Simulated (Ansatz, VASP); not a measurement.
**Two plane-wave programs on CaSe**

INCAR

```
  PREC = Accurate
  ENCUT = 520
  EDIFF = 1E-6
  ISMEAR = 0
  SIGMA = 0.01
  LREAL = F
  LASPH = T
  NELM = 80
  ALGO = Normal
  ISIF = 2
  LWAVE = F
  LCHARG = F
  GGA = PE
  NBANDS = 15
```

KPOINTS

```
regular mesh
0
Gamma
  6 6 6
```

POSCAR

```
CaSe
1.0
    0.0000000000      2.9560000000      2.9560000000
    2.9560000000      0.0000000000      2.9560000000
    2.9560000000      2.9560000000      0.0000000000
Ca Se
1 1
Direct
    0.0000000000      0.0000000000      0.0000000000
    0.5169147497      0.4830852503      0.4830852503
```

Input for Ansatz:

```yaml
crystal:
  lattice:
    - [0.0, 2.956, 2.956]
    - [2.956, 0.0, 2.956]
    - [2.956, 2.956, 0.0]
  atoms:
    - { symbol: Ca, position: [0.0, 0.0, 0.0] }
    - { symbol: Se, position: [0.516914749661705, 0.48308525033829497, 0.48308525033829497] }
kpoints:
  mp_grid:
    grid: [6, 6, 6]
hamiltonian:
  xc: pbe
  pseudopotentials:
    kind: paw
scf:
  occupations:
    method: fixed
output:
  forces: true
```

Alike in both runs: task single point; functional PBE; k mesh 6 × 6 × 6; no spin polarisation.

```csv
,VASP,Ansatz
version,VASP 6.6.1,Ansatz 0.2.0
potentials or method,"VASP PAW PBE potentials, release 64 (Ca_sv, Se)","plane waves, PAW"
plane-wave cutoff (eV),520,420
occupations,"gaussian, width 0.01 eV",fixed
valence electrons in the cell,16,26
```

|  | VASP | Ansatz | Ansatz less VASP |
| --- | --- | --- | --- |
| rms of the force components (eV/Å) | 0.188 | 0.185 | -0.0029 |

Atom by atom the forces differ by 0.003 eV/Å (rms over components). VASP's potentials hold 16 valence electrons a cell and Ansatz's 26, so a difference there can come from the potentials and not from the codes.
